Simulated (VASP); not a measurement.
A run of VASP 6.6.1 is set up as follows.

The input INCAR:

```
SYSTEM = SnGe2
PREC = Accurate ; ENCUT = 520
EDIFF = 1E-6 ; ISMEAR = -1
SIGMA = 0.02 ; LREAL = .False.
LASPH = .True. ; NELM = 100
ALGO = Normal ; ISIF = 2
LWAVE = .False. ; LCHARG = .False.
GGA = PE ; NBANDS = 51
```

The input KPOINTS:

```
Automatic mesh
0
Gamma
  12 12 4
  0 0 0
```

The input POSCAR:

```
SnGe2
1.0
    4.2399101272      0.0000000000      0.0000000000
   -2.1199550636      3.6718698799      0.0000000000
    0.0000000000      0.0000000000     10.3473336624
Ge Sn
4 2
Direct
    0.6666666667      0.3333333333      0.5352774997
    0.3333333333      0.6666666667      0.2272039028
    0.3333333333      0.6666666667      0.4647225003
    0.6666666667      0.3333333333      0.7727960972
    0.0000000000      0.0000000000      0.8631026977
    0.0000000000      0.0000000000      0.1368973023
```

Potentials or basis: VASP PAW PBE potentials, release 64 (Ge_d, Sn_d).

Launch:

```sh
$ cat potpaw_PBE.64/Ge_d/POTCAR potpaw_PBE.64/Sn_d/POTCAR > POTCAR
$ mpirun -np 1 vasp_std > vasp.out
```

(1) Estimate the largest force.

(2) What does it give for the band gap on the k mesh?

(3) Predict the pressure.

Answers

(1) 0.053 eV/Å.

(2) zero (bands 42 and 43 overlap by 0.33 eV).

(3) 2.2 GPa.

Caveat: semilocal functionals underestimate gaps, and a narrow one can read as zero; spin-orbit coupling is left out, which moves the levels of the heavy elements.
